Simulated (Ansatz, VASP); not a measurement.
**Two plane-wave programs on Ge**

```
CELL_PARAMETERS angstrom
0.00000 2.81478 2.81478
2.81478 0.00000 2.81478
2.81478 2.81478 0.00000
ATOMIC_POSITIONS crystal
Ge 0.50000 0.50000 0.50000
Ge 0.75000 0.75000 0.75000
```

Alike in both runs: task single point; functional LDA; k mesh 10 × 10 × 10; no spin polarisation.

```csv
,VASP,Ansatz
version,VASP 6.6.1,Ansatz 0.2.0
potentials or method,"VASP PAW LDA potentials, release 64 (Ge_d), cutoff 520 eV","plane waves (420 eV) with PAW, scalar-relativistic"
occupations,"methfessel-paxton of order 1, width 0.03 eV","cold, width 0.03 eV"
valence electrons in the cell,28,28
```

Ansatz gave:

| Item | Value |
| --- | --- |
| pressure (GPa) | -0.3 |

Question: What did VASP give for the same quantities?

Answer: Pressure (GPa): -0.1.

Ansatz warns that its potentials were made for another functional, while VASP's fit it. LDA's correlation is that of Perdew and Zunger in VASP and of Perdew and Wang (1992) in Ansatz.
